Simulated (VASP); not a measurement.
Set up this calculation in VASP 6.6.1, as the native input.

```yaml
Task: single point
Functional: PBE
Potentials_or_basis: VASP PAW PBE potentials, release 64 (H, Si, Al, Cl)
Cutoff: 520 eV
k_mesh: 2 × 2 × 1
Occupations: fermi-dirac, width 0.05 eV
Spin: no spin polarisation
Dipole_correction: no
Further_INCAR_settings: LREAL = Auto; ALGO = Normal; EDIFF = 1e-06; NBANDS = 90
```

The structure of AlSi24H10Cl3 lies in POSCAR:

```
AlSi24H10Cl3
1.0
   11.5187690000      0.0000000000      0.0000000000
    3.8395900000      6.6503650000      0.0000000000
    0.0000000000      0.0000000000     18.8687650000
H Si Al Cl
10 24 1 3
Direct
    0.1111111200      0.1666666600      0.0529976400
    0.4444444600      0.1666666600      0.0529976400
    0.7777778100      0.1666666600      0.0529976400
    0.1111111200      0.6666666300      0.0529976400
    0.4444444600      0.6666666300      0.0529976400
    0.7777778100      0.6666666300      0.0529976400
    0.6795427663     -0.0015834160      0.4145676922
    0.0007841902      0.4999956340      0.4170333965
    0.3363663814      0.4935502925      0.4189998399
    0.6687452401      0.5010468831      0.4186405287
    0.1111111200      0.1666666600      0.1324941000
    0.4444444600      0.1666666600      0.1324941000
    0.7777778100      0.1666666600      0.1324941000
    0.1111111200      0.6666666300      0.1324941000
    0.4444444600      0.6666666300      0.1324941000
    0.7777778100      0.6666666300      0.1324941000
   -0.1105636746      0.3328190267      0.1723847771
    0.2223440212      0.3328778740      0.1742949456
    0.5554767199      0.3333541801      0.1731629360
   -0.1106698681      0.8322771578      0.1700730882
    0.2207736839      0.8347198119      0.1757303789
    0.5554972878      0.8344687564      0.1750780359
   -0.1134929536      0.3390426343      0.2974019547
    0.2324504871      0.3116310650      0.2991440396
    0.5533014971      0.3416617917      0.2985240795
   -0.1071529998      0.8201041047      0.2939446691
    0.2337564959      0.8380263990      0.3028771114
    0.5396150866      0.8435855118      0.3013709758
    0.0010486614     -0.0039053496      0.3267045508
    0.3325811836      0.0041781977      0.3640270294
    0.6673020772     -0.0008520800      0.3290065151
    0.0091527579      0.4888304675      0.3376788246
    0.3301389492      0.4993683749      0.3393868685
    0.6651313723      0.5074783797      0.3391941085
    0.7745486087     -0.0012739627      0.4879304956
    0.8313857887     -0.2755924026      0.5380209547
    0.9613404119      0.0030611753      0.4507701458
    0.6466838058      0.2705481433      0.5387610216
```

These files were run (other wordings do the same):

INCAR

```
SYSTEM = AlSi24H10Cl3
PREC = Accurate ; ENCUT = 520
EDIFF = 1E-6 ; ISMEAR = -1
SIGMA = 0.05 ; LREAL = Auto
LASPH = .TRUE. ; NELM = 100
ALGO = Normal ; ISIF = 2
LWAVE = .FALSE. ; LCHARG = .FALSE.
GGA = PE ; NBANDS = 90
```

KPOINTS

```
Automatic mesh
0
G
  2 2 1
  0 0 0
```

Potentials or basis: VASP PAW PBE potentials, release 64 (H, Si, Al, Cl).

The run is started by

```bash
$ cat potpaw_PBE.64/H/POTCAR potpaw_PBE.64/Si/POTCAR potpaw_PBE.64/Al/POTCAR potpaw_PBE.64/Cl/POTCAR > POTCAR
$ mpirun -np 1 vasp_std > vasp.out
```

Results of the run:

The largest force is 0.312 eV/Å. The band gap on the k mesh is 1.07 eV.

Caveat: there is no dipole correction, which matters where the two faces differ.

Wall time 38 min on 1 thread of Intel Xeon 8259CL, with other jobs on the host, peak memory 1.5 GiB.
